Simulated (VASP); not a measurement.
Runs of VASP 6.6.1 on Y. The structure is that of space group Pm-3m (No. 221), or close to it. The cells are those of the table. 

```tsv
task	cell	k mesh	cutoff (eV)	gap on the mesh (eV)	pressure (GPa)
single point	a = 3.324 Å, 1 atom	10 × 10 × 10	520	none	0.0
single point	a = 3.233 Å, 1 atom	11 × 11 × 11	520	none	2.2
single point	a = 3.368 Å, 1 atom	11 × 11 × 11	520	none	-1.0
relaxation of cell and atoms	relaxed from a = 3.291 Å, 1 atom	10 × 10 × 10	600	none	0.0
single point	a = 3.324 Å, 1 atom	16 × 16 × 16	520	none	(a)
```

Alike in all rows: level RPBE; potentials or basis VASP PAW PBE potentials, release 64 (Y_sv); no spin polarisation; smearing fermi-dirac 0.1 eV.

Q: Estimate the missing entries.

A: (a) -0.1.

Caveats: the PAW data sets were made with another functional, which shifts forces and pressure a little.

A k mesh can miss the band edges, and the runs leave out spin-orbit coupling on Y.

A gap of «none» marks levels without a gap at the run's occupations.
